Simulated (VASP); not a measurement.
Set up this calculation in VASP 6.6.1, as the native input.

```yaml
Task: single point
Functional: PBE
Potentials_or_basis: VASP PAW PBE potentials, release 64 (Al)
Cutoff: 520 eV
k_mesh: 6 × 6 × 6
Occupations: gaussian, width 0.1 eV
Spin: no spin polarisation
Dipole_correction: no
Further_INCAR_settings: ALGO = Normal; EDIFF = 1e-07; NBANDS = 18
```

The structure of Al lies in POSCAR:

```
Al
1.0
   -3.6330055000      3.6330055000      2.1725438900
    3.6330055000     -3.6330055000      2.1725438900
    3.6330055000      3.6330055000     -2.1725438900
Al
6
Direct
    0.5000000000      0.5000000000      0.0000000000
    0.2500000000      0.7500000000      0.5000000000
    0.8251750700      0.6250000000      0.7001750700
    0.9248249300      0.1250000000      0.2998249300
    0.3750000000      0.1748249300      0.2998249300
    0.8750000000      0.0751750700      0.7001750700
```

The cell was generated, and may not be a known phase.

The input as run:

INCAR

```
ALGO = Normal
EDIFF = 1E-7
ENCUT = 520
GGA = PE
ISIF = 2
ISMEAR = 0
LASPH = True
LCHARG = False
LREAL = False
LWAVE = False
NBANDS = 18
NELM = 60
PREC = Accurate
SIGMA = 0.1
```

KPOINTS

```
k-points
0
Gamma
  6 6 6
```

Potentials or basis: VASP PAW PBE potentials, release 64 (Al).

Launch:

```bash
$ cat potpaw_PBE.64/Al/POTCAR > POTCAR
$ mpirun -np 1 vasp_std > vasp.out
```

Results of the run:

The pressure is 16.9 GPa and the largest force is 3.014 eV/Å. The band gap on the k mesh is zero (bands 9 and 10 overlap by 2.12 eV).

Caveat: the cell stands under pressure; forces of over 1 eV/Å act on the atoms, so gaps and moduli don't describe the material at rest.

It took 95 s on 1 thread of AMD EPYC 7R43 64-Core Processor (Zen 3), on a shared host, peak memory 0.22 GiB.
